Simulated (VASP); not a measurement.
# H8CO6 in VASP: further runs, part 2 of 2

VASP 6.6.1. The steps go on from the part before.

**3. Single point, PBE+D3(BJ)**

File INCAR:

```
PREC = Accurate
ENCUT = 520
EDIFF = 1E-6
ISMEAR = -1
SIGMA = 0.02
LREAL = False
LASPH = True
NELM = 120
ALGO = Normal
ISIF = 2
LWAVE = False
LCHARG = False
GGA = PE
IVDW = 12
NBANDS = 37
GGA_COMPAT = False
```

File KPOINTS:

```
regular mesh
0
Gamma
  1 1 1
```

File POSCAR:

```
H8CO6
1.0
    5.7082670000      0.0000000000      0.0000000000
    0.0000000000      5.7082670000      0.0000000000
    0.0000000000      0.0000000000      5.7082670000
O H C
6 8 1
Direct
    0.1071253324      0.4483497356      0.8453178522
    0.7709520245      0.9724317380      1.1520834607
    0.4471584808      0.7569547815      0.8481908782
    0.8875548393      0.2348698826      0.5160059962
    0.3263337191      0.0311653257      0.4015053956
    0.4442854548      0.4190413658      0.2810835583
    0.0478428917      0.3946907179      0.7017015847
   -0.0242805741      0.3769094893      0.9322444097
    0.8884833173      1.0223768440      1.0256878314
    0.6450994671      0.8905154577      1.0362689762
    0.3790642589      0.8597005010      0.7155236432
    0.3218840324      0.6802940367      0.9118529319
    0.8850847376      0.0895543253      0.4129624630
    0.7797462873      0.3468127892      0.4445307131
    0.3792744803      0.2236755919      0.3422404733
```

Potentials or basis: VASP PAW PBE potentials, release 64 (O, H, C).

The run is started by

```bash
$ cat potpaw_PBE.64/O/POTCAR potpaw_PBE.64/H/POTCAR potpaw_PBE.64/C/POTCAR > POTCAR
$ mpirun -np 1 vasp_gam > vasp.out
```

OUTCAR:

```text
PREC = Accurate
   ENCUT = 520
   EDIFF = 1E-6
   ISMEAR = -1
   LREAL = False
   LASPH = True
   NELM = 120
   ISIF = 2
   GGA = PE
   IVDW = 12
 IVDW          = 12

 ion  position               nearest neighbor table
   1  0.107  0.448  0.845-   7 0.94   8 0.99
   2  0.771  0.972  0.152-   9 1.03  10 1.08
   3  0.447  0.757  0.848-  12 0.91  11 1.03
   4  0.888  0.235  0.516-  14 0.98  13 1.02
   5  0.326  0.031  0.402-  15 1.19
   6  0.444  0.419  0.281-  15 1.23
   7  0.048  0.395  0.702-   1 0.94
   8  0.976  0.377  0.932-   1 0.99
   9  0.888  0.022  0.026-   2 1.03
  10  0.645  0.891  0.036-   2 1.08
  11  0.379  0.860  0.716-   3 1.03
  12  0.322  0.680  0.912-   3 0.91
  13  0.885  0.090  0.413-   4 1.02
  14  0.780  0.347  0.445-   4 0.98
  15  0.379  0.224  0.342-   5 1.19   6 1.23

  LATTYP: Found a simple cubic cell.
 ALAT       =     5.7082670000

  Lattice vectors:

 A1 = (   5.7082670000,   0.0000000000,   0.0000000000)
 A2 = (   0.0000000000,   5.7082670000,   0.0000000000)
 A3 = (   0.0000000000,   0.0000000000,   5.7082670000)

Analysis of symmetry for initial positions (statically):
=====================================================================
 Subroutine PRICEL returns:
 Original cell was already a primitive cell.

 Routine SETGRP: Setting up the symmetry group for a
 simple cubic supercell.

 Subroutine GETGRP returns: Found  1 space group operations
 (whereof  1 operations were pure point group operations)
 out of a pool of 48 trial point group operations.

The static configuration has the point symmetry C_1 .

Analysis of symmetry for dynamics (positions and initial velocities):
=====================================================================
 Subroutine PRICEL returns:
 Original cell was already a primitive cell.

 Routine SETGRP: Setting up the symmetry group for a
 simple cubic supercell.

 Subroutine GETGRP returns: Found  1 space group operations
 (whereof  1 operations were pure point group operations)
 out of a pool of 48 trial point group operations.

The dynamic configuration has the point symmetry C_1 .

 Subroutine INISYM returns: Found  1 space group operations
 (whereof  1 operations are pure point group operations),
 and found     1 'primitive' translations

----------------------------------------------------------------------------------------

                                     Primitive cell

  volume of cell :     186.0000

  direct lattice vectors                    reciprocal lattice vectors
     5.708267000  0.000000000  0.000000000     0.175184517  0.000000000  0.000000000
     0.000000000  5.708267000  0.000000000     0.000000000  0.175184517  0.000000000
     0.000000000  0.000000000  5.708267000     0.000000000  0.000000000  0.175184517

  length of vectors
     5.708267000  5.708267000  5.708267000     0.175184517  0.175184517  0.175184517

  position of ions in fractional coordinates (direct lattice)
     0.107125332  0.448349736  0.845317852
[... 64 lines left out ...]
   total plane-waves  NPLWV =  74088
   dimension x,y,z NGX =    42 NGY =   42 NGZ =   42
   dimension x,y,z NGXF=    84 NGYF=   84 NGZF=   84
   ions per type =               6   8   1
   NGX,Y,Z   is equivalent  to a cutoff of  12.23, 12.23, 12.23 a.u.
   NGXF,Y,Z  is equivalent  to a cutoff of  24.46, 24.46, 24.46 a.u.
 SYSTEM =  unknown system
   PREC   = accura    normal or accurate (medium, high low for compatibility)
   ISTART =      0    job   : 0-new  1-cont  2-samecut
   ICHARG =      2    charge: 1-file 2-atom 10-const
   ISPIN  =      1    spin polarized calculation?
   LNONCOLLINEAR =      F non collinear calculations
   LSORBIT =      F    spin-orbit coupling
   LASPH  =      T    aspherical Exc in radial PAW
   ENCUT  =  520.0 eV  38.22 Ry    6.18 a.u.  10.61 10.61 10.61*2*pi/ulx,y,z
   NELM   =    120;   NELMIN=  2; NELMDL= -5     # of ELM steps
   EDIFF  = 0.1E-05   stopping-criterion for ELM
   LREAL  =      F    real-space projection
   EDIFFG = 0.1E-04   stopping-criterion for IOM
   NSW    =      0    number of steps for IOM
   IBRION =     -1    ionic relax: 0-MD 1-quasi-New 2-CG
   NFREE  =      0    steps in history (QN), initial steepest desc. (CG)
   ISIF   =      2    stress and relaxation
   ISYM   =      2    0-nonsym 1-usesym 2-fastsym
   POTIM  = 0.5000    time-step for ionic-motion
   TEBEG  =    0.0;   TEEND  =   0.0 temperature during run
   PSTRESS=    0.0 pullay stress
   NELECT =      48.0000    total number of electrons
   NUPDOWN=      -1.0000    fix difference up-down
   EMIN   =  10.00;   EMAX   =-10.00  energy-range for DOS
   EFERMI =   0.00;   METHOD = LEGACY
   ISMEAR =    -1;   SIGMA  =   0.02  broadening in eV -4-tet -1-fermi 0-gaus
   EFERMI_NEDOS =   21; number of points for ismear=-14 and -15
   IALGO  =     38    algorithm
   IMIX   =      4    mixing-type and parameters
     AMIX     =   0.40;   BMIX     =  1.00
     AMIX_MAG =   1.60;   BMIX_MAG =  1.00
  volume/ion in A,a.u.               =      12.40        83.68
  Fermi-wavevector in a.u.,A,eV,Ry     =   1.042280  1.969623 14.780649  1.086347
  Thomas-Fermi vector in A             =   2.176938
   LORBIT       =      0    0 simple, 1 ext, 2 COOP (PROOUT), +10 PAW based schemes
   GGA     = PE    functional components
   LHFCALC =     F    Hartree Fock is set to
   AEXX    =    0.0000 exact exchange contribution
   IVDW    =    12    specifies the selected vdW correction
   LEPSILON=     F    determine dielectric tensor
   LRPA    =     F    only Hartree local field effects (RPA)
 non-spin polarized calculation
  energy-cutoff  :      520.00
  volume of cell :      186.00
 maximum number of plane-waves:      2473
 NGX is ok and might be reduce to    42
   NGX = 21   NGY = 21   NGZ = 21

 number of electron      48.0000011 magnetization

 Free energy of the ion-electron system (eV)
  ---------------------------------------------------
  ext. energy  EPLUGINS =         0.00000000
  ---------------------------------------------------
  free energy    TOTEN  =       -80.15657613 eV

  energy without entropy =      -80.15657613  energy(sigma->0) =      -80.15657613

 E-fermi :  -3.2928     XC(G=0):  -6.6076

 val. band max:       -3.8224950869   @ k =   0.0000   0.0000   0.0000
 cond. band min:       0.7354543237   @ k =   0.0000   0.0000   0.0000
 fundamental gap:      4.5579494106
 Fermi energy:        -3.2927549550

 k-point     1 :       0.0000    0.0000    0.0000
  band No.  band energies     occupation
      1     -25.6982      2.00000
      2     -24.4632      2.00000
      3     -22.4266      2.00000
      4     -22.0215      2.00000
      5     -21.7970      2.00000
      6     -21.2137      2.00000
[... 28 lines left out ...]
     35       7.3942      0.00000
     36       7.7354      0.00000
 [bands above 36 left out]

------------------------ aborting loop because EDIFF is reached ----------------------------------------

 Edisp (eV)   -0.52749

 E8    (eV) :    -0.1151

  FORCE on cell =-STRESS in cart. coord.  units (eV):
  Direction    XX          YY          ZZ          XY          YZ          ZX
  --------------------------------------------------------------------------------------
  -------------------------------------------------------------------------------------
  Total       0.38343    -7.24726    -1.03760    -0.41557     2.80956    -0.45447
  in kB       3.30280   -62.42691    -8.93771    -3.57970    24.20117    -3.91478
  external pressure =      -22.69 kB  Pullay stress =        0.00 kB

 VOLUME and BASIS-vectors are now :
 -----------------------------------------------------------------------------
  energy-cutoff  :      520.00
  volume of cell :      186.00
      direct lattice vectors                 reciprocal lattice vectors
     5.708267000  0.000000000  0.000000000     0.175184517  0.000000000  0.000000000
     0.000000000  5.708267000  0.000000000     0.000000000  0.175184517  0.000000000
     0.000000000  0.000000000  5.708267000     0.000000000  0.000000000  0.175184517

 POSITION                                       TOTAL-FORCE (eV/Angst)
 -----------------------------------------------------------------------------------
      0.61150      2.55930      4.82530        -0.367003      0.046319      2.814025
      4.40080      5.55090      0.86813        -0.091481     -0.528322     -3.563957
      2.55250      4.32090      4.84170         2.724117      3.786812     -2.946828
      5.06640      1.34070      2.94550        -0.054435     -0.679785     -0.495941
      1.86280      0.17790      2.29190         0.175414      1.434744     -0.388575
      2.53610      2.39200      1.60450        -1.322555     -3.769633      1.225584
      0.27310      2.25300      4.00550        -0.238725     -0.687083     -2.873219
      5.56967      2.15150      5.32150         0.554690      0.655298      0.580354
      5.07170      0.12773      0.14663        -1.117360     -0.619865      1.522862
      3.68240      5.08330      0.20703         1.099794      0.699376      1.522267
      2.16380      4.90740      4.08440         0.935017     -1.351182      1.695038
      1.83740      3.88330      5.20510        -3.103748     -2.146989      1.328799
      5.05230      0.51120      2.35730        -0.367779      1.216096      0.489070
      4.45100      1.97970      2.53750         0.037252     -0.282774     -0.082477
      2.16500      1.27680      1.95360         1.136803      2.226988     -0.827004
 -----------------------------------------------------------------------------------
    total drift:                                0.000691      0.002208     -0.000841

  FREE ENERGIE OF THE ION-ELECTRON SYSTEM (eV)
  ---------------------------------------------------
  free  energy   TOTEN  =       -80.6840652663 eV

  energy  without entropy=      -80.6840652663  energy(sigma->0) =      -80.68406527
```

Run time: 7.8 s. Hardware: 1 thread of Intel Xeon 6975P-C (Granite Rapids), shared host; peak memory 0.26 GiB.

What came out:

| Quantity | Value |
| --- | --- |
| Free energy | -80.6841 eV |
| Pressure | -2.3 GPa |
| Largest force | 5.518 eV/Å |
| Band gap on the k mesh | 4.56 eV |
| Dispersion energy per atom | -0.035 eV |

Forces in eV/Å, atoms in the order of the input:
```
O   -0.367  0.046  2.814
O   -0.091 -0.528 -3.564
O    2.724  3.787 -2.947
O   -0.054 -0.680 -0.496
O    0.175  1.435 -0.389
O   -1.323 -3.770  1.226
H   -0.239 -0.687 -2.873
H    0.555  0.655  0.580
H   -1.117 -0.620  1.523
H    1.100  0.699  1.522
H    0.935 -1.351  1.695
H   -3.104 -2.147  1.329
H   -0.368  1.216  0.489
H    0.037 -0.283 -0.082
C    1.137  2.227 -0.827
```

Levels at points of the mesh, in eV from the valence-band top:
```csv
k point,band 22,band 23,band 24,band 25,band 26,band 27
"(0.00, 0.00, 0.00)",-0.26,-0.17,0.00,4.56,5.86,5.99
```

Caveat: the k points lie up to 1.10 Å⁻¹ apart.

**4. Single point, PBE+D3(BJ)**

File INCAR:

```
PREC     = Accurate       # precision mode
ENCUT    = 520            # plane-wave cutoff, eV
EDIFF    = 1E-6           # SCF threshold, eV
ISMEAR   = -1             # smearing method
SIGMA    = 0.02           # smearing width, eV
LREAL    = False          # projectors in reciprocal space
LASPH    = True           # aspherical terms in the spheres
NELM     = 120            # most SCF steps
ALGO     = Normal         # electronic algorithm
ISIF     = 2              # what is computed and relaxed
LWAVE    = False          # write WAVECAR
LCHARG   = False          # write CHGCAR
GGA      = PE             # functional
IVDW     = 12             # dispersion correction
NBANDS   = 37             # bands
GGA_COMPAT= False
```

File KPOINTS:

```
Automatic mesh
0
Gamma
  1 1 1
```

File POSCAR:

```
H8CO6
1.0
    5.7082670000      0.0000000000      0.0000000000
    0.0000000000      5.7082670000      0.0000000000
    0.0000000000      0.0000000000      5.7082670000
O H C
6 8 1
Direct
    0.0835454964      0.4526242378      0.9131317789
    0.7813229479      0.9335057383      1.1357737821
    0.4755734096      0.7560963774      0.8608392004
    0.9552986922      0.1931409305      0.5138337082
    0.4149070112      0.0050978695      0.3738262418
    0.4684083628      0.4013302111      0.3401207407
    0.0649934560      0.3710758449      0.7611592100
    0.0252090521      0.6164567985      0.9348721775
    0.9049156250      1.0203447036      1.0582546331
    0.6400015977      0.9648812853      1.0330455811
    0.4747675608      0.6913306613      0.7183966693
    0.3295921512      0.6819933265      0.9178792793
    0.9088047213      0.0632416108      0.4272224828
    0.9700141917      0.2891245276      0.3628947279
    0.4183581462      0.2078213931      0.3533121348
```

The run is started by

```bash
$ cat potpaw_PBE.64/O/POTCAR potpaw_PBE.64/H/POTCAR potpaw_PBE.64/C/POTCAR > POTCAR
$ mpirun -np 1 vasp_gam > vasp.out
```

It took 8.7 s on 1 thread of Intel Xeon 6975P-C (Granite Rapids), shared host; peak memory 0.25 GiB.

Results (log left out):

| Property | Result |
| --- | --- |
| Free energy | -79.9811 eV |
| Pressure | 3.5 GPa |
| Largest force | 5.548 eV/Å |
| Band gap on the k mesh | 4.38 eV |
| Dispersion energy per atom | -0.035 eV |

Forces in eV/Å, atoms in the order of the input:
```
O    0.425  0.441  1.010
O    0.018  0.550 -0.650
O   -1.227  1.663  4.434
O    1.069  3.483 -0.859
O   -1.429 -1.293  0.107
O    0.060  3.783 -0.434
H   -0.612  0.913  0.175
H   -0.516 -1.521 -0.903
H    0.256  0.240 -0.325
H    1.039 -0.921  0.628
H    0.583 -1.783 -5.222
H    0.632  0.020  0.409
H   -1.175 -3.154 -0.767
H   -0.087  0.028  1.828
C    0.963 -2.451  0.568
```

Stress tensor (GPa, compression positive):
```
 2.08  2.09 -0.49
 2.09  5.92  2.28
-0.49  2.28  2.42
```

Levels at points of the mesh, in eV from the valence-band top:
```csv
k point,band 21,band 22,band 23,band 24,band 25,band 26,band 27,band 28
"(0.00, 0.00, 0.00)",-0.63,-0.51,-0.37,0.00,4.38,6.41,7.03,8.26
```

Caveat: the k points lie up to 1.10 Å⁻¹ apart.

**5. Single point, PBE+D3(BJ)**

File INCAR:

```
SYSTEM = H8CO6
ALGO = Normal ; EDIFF = 1E-6
ENCUT = 520 ; GGA = PE
GGA_COMPAT = .False. ; ISIF = 2
ISMEAR = -1 ; IVDW = 12
LASPH = .True. ; LCHARG = .True.
LELF = .True. ; LREAL = .False.
LVHAR = .True. ; LWAVE = .False.
NBANDS = 37 ; NELM = 120
PREC = Accurate ; SIGMA = 0.02
```

File KPOINTS:

```
k-points
0
Gamma
  1 1 1
  0 0 0
```

File POSCAR:

```
H8CO6
1.0
    5.7082670000      0.0000000000      0.0000000000
    0.0000000000      5.7082670000      0.0000000000
    0.0000000000      0.0000000000      5.7082670000
O H C
6 8 1
Direct
    0.0192352600      0.4923035310      0.9546855464
    0.7832324592      0.8572654363      1.1029266851
    0.4255407114      0.6672603086      0.7880500334
    0.9005535305      0.1683698397      0.5021313824
    0.3765591203      0.1075282568      0.3837767224
    0.5327711545      0.4775880315      0.2976560136
   -0.0842987898      0.4890275805      0.8145729693
   -0.0148731655      0.6276335707      1.0480238573
    0.7985611044      0.9387437553      0.9424927040
    0.6617770332      0.7441487933      1.0955514169
    0.3437470602      0.7329369842      0.6748282798
    0.2862339831      0.6396862656      0.8845942210
    0.8804423479      0.0244907955      0.4126471309
    0.9157595466      0.2835711784      0.3813766945
    0.4482446249      0.2886164925      0.3152795761
```

Potentials or basis: VASP PAW PBE potentials, release 64 (O, H, C).

The run is started by

```bash
$ cat potpaw_PBE.64/O/POTCAR potpaw_PBE.64/H/POTCAR potpaw_PBE.64/C/POTCAR > POTCAR
$ mpirun -np 1 vasp_gam > vasp.out
```

OUTCAR:

```text
SYSTEM = H8CO6
   EDIFF = 1E-6
   ENCUT = 520
   GGA = PE
   ISIF = 2
   ISMEAR = -1
   IVDW = 12
   LASPH = .True.
   LREAL = .False.
   NELM = 120
   PREC = Accurate
 IVDW          = 12

 ion  position               nearest neighbor table
   1  0.019  0.492  0.955-   8 0.96   7 0.99
   2  0.783  0.857  0.103-  10 0.95   9 1.03
   3  0.426  0.667  0.788-  11 0.88  12 0.98
[... 260 lines left out ...]
 -----------------------------------------------------------------------------
  energy-cutoff  :      520.00
  volume of cell :      186.00
      direct lattice vectors                 reciprocal lattice vectors
     5.708267000  0.000000000  0.000000000     0.175184517  0.000000000  0.000000000
     0.000000000  5.708267000  0.000000000     0.000000000  0.175184517  0.000000000
     0.000000000  0.000000000  5.708267000     0.000000000  0.000000000  0.175184517

 POSITION                                       TOTAL-FORCE (eV/Angst)
 -----------------------------------------------------------------------------------
      0.10980      2.81020      5.44960         0.427412     -1.649153     -1.118190
      4.47090      4.89350      0.58753         1.771375      2.418002     -1.332167
      2.42910      3.80890      4.49840         2.747269     -2.108936      4.454338
      5.14060      0.96110      2.86630        -0.161866     -0.389360      0.998913
      2.14950      0.61380      2.19070         0.031442      0.442036     -1.252521
      3.04120      2.72620      1.69910        -0.419829     -0.577144     -0.936980
      5.22707      2.79150      4.64980         0.453791      0.055087      1.028970
      5.62337      3.58270      0.27413        -1.024687      1.076463      0.325598
      4.55840      5.35860      5.38000        -0.590029     -1.115906      2.029369
      3.77760      4.24780      0.54543        -1.279630     -0.672648     -0.531659
      1.96220      4.18380      3.85210        -2.442206      3.060815     -5.470474
      1.63390      3.65150      5.04950         0.134030     -0.974189      0.691674
      5.02580      0.13980      2.35550        -0.090986     -0.098239     -0.215337
      5.22740      1.61870      2.17700         0.132352      0.564472     -0.615773
      2.55870      1.64750      1.79970         0.311560     -0.031300      1.944237
 -----------------------------------------------------------------------------------
    total drift:                               -0.002204      0.000544      0.000559

  FREE ENERGIE OF THE ION-ELECTRON SYSTEM (eV)
  ---------------------------------------------------
  free  energy   TOTEN  =       -80.3701993452 eV

  energy  without entropy=      -80.3701993452  energy(sigma->0) =      -80.37019935
```

Wall time 9.1 s (1 thread of Intel Xeon 6975P-C (Granite Rapids), shared host); peak memory 0.25 GiB.

What came out:

- Free energy: -80.3702 eV
- Pressure: 2.2 GPa
- Largest force: 6.727 eV/Å
- Band gap on the k mesh: 4.17 eV
- Dispersion energy per atom: -0.035 eV

Forces on the atoms (eV/Å):
```
O    0.427 -1.649 -1.118
O    1.771  2.418 -1.332
O    2.747 -2.109  4.454
O   -0.162 -0.389  0.999
O    0.031  0.442 -1.253
O   -0.420 -0.577 -0.937
H    0.454  0.055  1.029
H   -1.025  1.076  0.326
H   -0.590 -1.116  2.029
H   -1.280 -0.673 -0.532
H   -2.442  3.061 -5.470
H    0.134 -0.974  0.692
H   -0.091 -0.098 -0.215
H    0.132  0.564 -0.616
C    0.312 -0.031  1.944
```

Caveat: the k points lie up to 1.10 Å⁻¹ apart.
